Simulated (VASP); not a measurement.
# Si (P6/mmm) in VASP: a series of runs, part 2 of 2

VASP 6.6.1. Earlier steps stand in the parts before.

## Step 4: Relaxation of shape and atoms at fixed volume, PBE

This run uses another cell than the first one, of 5.92 Å³/atom.

Contents of INCAR:

```
SYSTEM = Si
PREC = Accurate ; ENCUT = 600
EDIFF = 1E-6 ; ISMEAR = -1
SIGMA = 0.1 ; LREAL = .False.
LASPH = .True. ; NELM = 100
ALGO = Normal ; ISIF = 4
LWAVE = .False. ; LCHARG = .False.
GGA = PE ; IBRION = 2
NSW = 50 ; EDIFFG = -0.005
```

Contents of KPOINTS:

```
regular mesh
0
Gamma
  9 9 12
  0 0 0
```

Contents of POSCAR:

```
Si
1.0
    3.2792928747      0.0000000000      0.0000000000
   -1.6396464374      2.8399509360      0.0000000000
    0.0000000000      0.0000000000      1.9061074761
Si
3
Direct
    0.0000000000      0.0000000000      0.0000000000
    0.3333333333      0.6666666667      0.5000000000
    0.6666666667      0.3333333333      0.5000000000
```

Potentials or basis: VASP PAW PBE potentials, release 64 (Si).

Run with:

```sh
$ cat potpaw_PBE.64/Si/POTCAR > POTCAR
$ mpirun -np 1 vasp_std > vasp.out
```

OUTCAR:

```text
SYSTEM = Si
   PREC = Accurate
   ENCUT = 600
   EDIFF = 1E-6
   ISMEAR = -1
   LREAL = .False.
   LASPH = .True.
   NELM = 100
   ISIF = 4
   GGA = PE
   IBRION = 2
   NSW = 50
   EDIFFG = -0.005

 ion  position               nearest neighbor table
   1  0.000  0.000  0.000-   2 2.12   3 2.12   2 2.12   3 2.12   3 2.12   3 2.12   2 2.12   2 2.12
                             3 2.12   3 2.12   2 2.12   2 2.12
   2  0.333  0.667  0.500-   3 1.89   3 1.89   3 1.89   1 2.12   1 2.12   1 2.12   1 2.12   1 2.12
                             1 2.12   3 2.69   3 2.69   3 2.69   3 2.69   3 2.69   3 2.69
   3  0.667  0.333  0.500-   2 1.89   2 1.89   2 1.89   1 2.12   1 2.12   1 2.12   1 2.12   1 2.12
                             1 2.12   2 2.69   2 2.69   2 2.69   2 2.69   2 2.69   2 2.69

  LATTYP: Found a hexagonal cell.
 ALAT       =     3.2792928747
 C/A-ratio  =     0.5812556392

  Lattice vectors:

 A1 = (   3.2792928747,   0.0000000000,   0.0000000000)
 A2 = (  -1.6396464374,   2.8399509360,   0.0000000000)
 A3 = (   0.0000000000,   0.0000000000,   1.9061074761)

Analysis of symmetry for initial positions (statically):
=====================================================================
 Subroutine PRICEL returns:
 Original cell was already a primitive cell.

 Routine SETGRP: Setting up the symmetry group for a
 hexagonal supercell.

 Subroutine GETGRP returns: Found 24 space group operations
 (whereof 24 operations were pure point group operations)
 out of a pool of 24 trial point group operations.

The static configuration has the point symmetry D_6h.

Analysis of symmetry for dynamics (positions and initial velocities):
=====================================================================
 Subroutine PRICEL returns:
 Original cell was already a primitive cell.

 Routine SETGRP: Setting up the symmetry group for a
 hexagonal supercell.

 Subroutine GETGRP returns: Found 24 space group operations
[... 157 lines left out ...]

  FORCE on cell =-STRESS in cart. coord.  units (eV):
  Direction    XX          YY          ZZ          XY          YZ          ZX
  --------------------------------------------------------------------------------------
  -------------------------------------------------------------------------------------
  Total       58.4932738     58.4932738     70.0032064     -0.0000000     -0.0000000      0.0000000
  in kB     5279.3211838   5279.3211841   6318.1522646     -0.0000001     -0.0000000      0.0000000
  external PRESSURE =    5625.5982108 kB  Pullay stress =       0.0000000 kB
[... 92 lines left out ...]
  FREE ENERGIE OF THE ION-ELECTRON SYSTEM (eV)
  ---------------------------------------------------
  free  energy   TOTEN  =         6.5147614722 eV

  energy  without entropy=        6.5325592015  energy(sigma->0) =        6.52366034

[... ionic steps 4 to 14 ...]

--------------------------------------- Ionic step       15  -------------------------------------------

 number of electron      11.9999999 magnetization

------------------------ aborting loop because EDIFF is reached ----------------------------------------
[... 69 lines left out ...]
--------------------------------------- Ionic step       17  -------------------------------------------

 number of electron      11.9999999 magnetization

 Free energy of the ion-electron system (eV)
  ---------------------------------------------------
  ext. energy  EPLUGINS =         0.00000000
  ---------------------------------------------------
  free energy    TOTEN  =         6.51474705 eV

  energy without entropy =        6.53266139  energy(sigma->0) =        6.52370422

 E-fermi :  26.7311     XC(G=0): -15.2413

 val. band max:       26.7109829926   @ k =   0.1111   0.0000   0.5000
 cond. band min:      26.8086219312   @ k =   0.4444   0.1111   0.5000
 fundamental gap:      0.0976389386
 Fermi energy:        26.7311381048

 k-point     1 :       0.0000    0.0000    0.0000
  band No.  band energies     occupation
      1       1.7845      2.00000
      2      17.1972      2.00000
      3      17.1972      2.00000
      4      17.2337      2.00000
      5      17.2337      2.00000
      6      22.1912      2.00000
      7      23.3435      2.00000
      8      37.3007      0.00000
      9      37.5789      0.00000
     10      45.7467      0.00000
[... 287 lines left out ...]
 k-point    24 :       0.3333    0.3333    0.0833
  band No.  band energies     occupation
      1       7.7994      2.00000
      2       7.9347      2.00000
      3       7.9347      2.00000
      4      24.0885      2.00000
      5      24.4946      2.00000
      6      24.4946      2.00000
      7      34.2352      0.00000
      8      34.2352      0.00000
      9      34.9296      0.00000
     10      40.8140      0.00000

 [... further k-points ...]

------------------------ aborting loop because EDIFF is reached ----------------------------------------

  FORCE on cell =-STRESS in cart. coord.  units (eV):
  Direction    XX          YY          ZZ          XY          YZ          ZX
  --------------------------------------------------------------------------------------
  -------------------------------------------------------------------------------------
  Total       62.0732023     62.0732024     62.0672967     -0.0000000     -0.0000000      0.0000000
  in kB     5602.4282876   5602.4282914   5601.8952718     -0.0000016     -0.0000000      0.0000000
  external PRESSURE =    5602.2506170 kB  Pullay stress =       0.0000000 kB
[... 18 lines left out ...]
  FREE ENERGIE OF THE ION-ELECTRON SYSTEM (eV)
  ---------------------------------------------------
  free  energy   TOTEN  =         6.5147470456 eV

  energy  without entropy=        6.5326613852  energy(sigma->0) =        6.52370422

 reached required accuracy - stopping structural energy minimisation
```

CONTCAR:

```text
Si
   1.00000000000000
     3.2338867357635439   -0.0000000004262091    0.0000000000000000
    -1.6169433683001877    2.8006280672987711   -0.0000000000000000
    -0.0000000000000000   -0.0000000000000000    1.9600095404252278
  Si
     3
Direct
     0.0000000000000000    0.0000000000000000    0.0000000000000000
     0.3333333332999970    0.6666666667000030    0.5000000000000000
     0.6666666667000030    0.3333333332999970    0.5000000000000000

  0.00000000E+00  0.00000000E+00  0.00000000E+00
  0.00000000E+00  0.00000000E+00  0.00000000E+00
  0.00000000E+00  0.00000000E+00  0.00000000E+00
```

Run time: 86 s. Hardware: 1 thread of Intel Xeon 8259CL, shared host; peak memory 0.14 GiB.

What came out:

```
Free energy               : 6.5147 eV
Energy gained by relaxing : 53.0 meV/atom
Ionic steps               : 17
Pressure after relaxing   : 560.2 GPa
Band gap on the k mesh    : zero (bands 6 and 7 overlap by 7.72 eV)
```

Step by step:
```
step  energy change (eV)  largest force (eV/Å)  pressure (GPa)  volume (Å³)
   1              0.0000                0.0000          562.56        17.75
   2              1.3331                0.0000          583.93        17.75
   3             -0.1591                0.0000          560.22        17.75
   4             -0.1591                0.0000          560.22        17.75
   5             -0.1591                0.0000          560.22        17.75
   6             -0.1591                0.0000          560.22        17.75
   7             -0.1591                0.0000          560.22        17.75
   8             -0.1591                0.0000          560.22        17.75
   9             -0.1591                0.0000          560.22        17.75
  10             -0.1591                0.0000          560.22        17.75
  11             -0.1591                0.0000          560.22        17.75
  12             -0.1591                0.0000          560.22        17.75
  13             -0.1591                0.0000          560.22        17.75
  14             -0.1591                0.0000          560.23        17.75
  15             -0.1591                0.0000          560.23        17.75
  16             -0.1591                0.0000          560.23        17.75
  17             -0.1591                0.0000          560.23        17.75
```

Final structure:
```cif
data_structure
_symmetry_space_group_name_H-M 'P 1'
_symmetry_Int_Tables_number 1
_cell_length_a 3.2339
_cell_length_b 3.2339
_cell_length_c 1.9600
_cell_angle_alpha 90.000
_cell_angle_beta 90.000
_cell_angle_gamma 120.000
_cell_volume 17.75
loop_
_atom_site_label
_atom_site_type_symbol
_atom_site_fract_x
_atom_site_fract_y
_atom_site_fract_z
_atom_site_occupancy
Si1 Si 0.00000 0.00000 0.00000 1
Si2 Si 0.33333 0.66667 0.50000 1
Si3 Si 0.66667 0.33333 0.50000 1
```

Levels at points of the mesh, in eV from the Fermi level:
```
           k point  band 2  band 3  band 4  band 5  band 6  band 7  band 8  band 9  band 10
(0.00, 0.00, 0.00)   -9.53   -9.53   -9.50   -9.50   -4.54   -3.39   10.57   10.85    19.02
(0.00, 0.00, 0.50)  -16.05   -2.69   -2.69   -1.85   -1.85   -0.95   -0.95    0.14     0.14
```

## Step 5: Relaxation of shape and atoms at fixed volume, PBE

This run uses another cell than the first one, of 7.40 Å³/atom.

Contents of INCAR:

```
PREC     = Accurate       # precision mode
ENCUT    = 600            # plane-wave cutoff, eV
EDIFF    = 1E-6           # SCF threshold, eV
ISMEAR   = -1             # smearing method
SIGMA    = 0.1            # smearing width, eV
LREAL    = F              # projectors in reciprocal space
LASPH    = T              # aspherical terms in the spheres
NELM     = 60             # most SCF steps
ALGO     = Normal         # electronic algorithm
ISIF     = 4              # what is computed and relaxed
LWAVE    = F              # write WAVECAR
LCHARG   = F              # write CHGCAR
GGA      = PE             # functional
IBRION   = 2              # ionic algorithm
NSW      = 50             # ionic steps
EDIFFG   = -0.005         # ionic threshold
```

Contents of KPOINTS:

```
regular mesh
0
Gamma
  9 9 12
```

Contents of POSCAR:

```
Si
1.0
    3.5325111641      0.0000000000      0.0000000000
   -1.7662555820      3.0592444072      0.0000000000
    0.0000000000      0.0000000000      2.0532920347
Si
3
Direct
    0.0000000000      0.0000000000      0.0000000000
    0.3333333333      0.6666666667      0.5000000000
    0.6666666667      0.3333333333      0.5000000000
```

Run with:

```sh
$ cat potpaw_PBE.64/Si/POTCAR > POTCAR
$ mpirun -np 1 vasp_std > vasp.out
```

Wall time 81 s (1 thread of Intel Xeon 8259CL, shared host); peak memory 0.14 GiB.

Results (log left out):

```
Free energy               : -4.4383 eV
Energy gained by relaxing : 32.7 meV/atom
Ionic steps               : 16
Pressure after relaxing   : 270.6 GPa
Band gap on the k mesh    : zero (bands 6 and 7 overlap by 8.07 eV)
```

Step by step:
```
step  energy change (eV)  largest force (eV/Å)  pressure (GPa)  volume (Å³)
   1              0.0000                0.0000          272.36        22.19
   2              0.2160                0.0000          274.46        22.19
   3             -0.0980                0.0000          270.61        22.19
   4             -0.0979                0.0000          270.62        22.19
   5             -0.0979                0.0000          270.62        22.19
   6             -0.0980                0.0000          270.61        22.19
   7             -0.0980                0.0000          270.61        22.19
   8             -0.0980                0.0000          270.61        22.19
   9             -0.0980                0.0000          270.61        22.19
  10             -0.0980                0.0000          270.61        22.19
  11             -0.0980                0.0000          270.61        22.19
  12             -0.0980                0.0000          270.61        22.19
  13             -0.0980                0.0000          270.61        22.19
  14             -0.0980                0.0000          270.61        22.19
  15             -0.0980                0.0000          270.61        22.19
  16             -0.0980                0.0000          270.61        22.19
```

Final structure:
```yaml
crystal:
  lattice:
    - [3.48645, 0.00000, 0.00000]
    - [-1.74322, 3.01935, 0.00000]
    - [0.00000, 0.00000, 2.10791]
  atoms:
    - { symbol: Si, position: [0.00000, 0.00000, 0.00000] }
    - { symbol: Si, position: [0.33333, 0.66667, 0.50000] }
    - { symbol: Si, position: [0.66667, 0.33333, 0.50000] }
```

Levels at points of the mesh, in eV from the Fermi level:
```tsv
k point	band 2	band 3	band 4	band 5	band 6	band 7	band 8	band 9	band 10
(0.00, 0.00, 0.00)	-8.11	-8.11	-8.08	-8.08	-4.46	-3.83	8.66	9.11	17.23
(0.00, 0.00, 0.50)	-14.03	-1.62	-1.62	-1.20	-1.20	-0.33	-0.33	-0.10	0.23
```

## Step 6: The runs side by side

```csv
task,cell,cutoff (eV),gap on the mesh (eV),pressure (GPa)
single point,"a = 4.113, b = 4.113, c = 2.423 Å, angles 90.0, 90.0, 120.0°, 3 atoms",520,none,33.2
single point,"a = 4.289, b = 4.289, c = 2.508 Å, angles 90.0, 90.0, 120.0°, 3 atoms",520,none,12.2
relaxation of shape and atoms at fixed volume,"relaxed from a = 3.279, b = 3.279, c = 1.906 Å, angles 90.0, 90.0, 120.0°, 3 atoms",600,none,560.2
relaxation of shape and atoms at fixed volume,"relaxed from a = 3.533, b = 3.533, c = 2.053 Å, angles 90.0, 90.0, 120.0°, 3 atoms",600,none,270.6
```

Alike in all rows: level PBE; potentials or basis VASP PAW PBE potentials, release 64 (Si); no spin polarisation; k mesh 9 × 9 × 12; smearing fermi-dirac 0.1 eV.

Caveats: the cell stands under pressure (at least some runs).

Absolute energies hang on the potentials; compare differences alone.
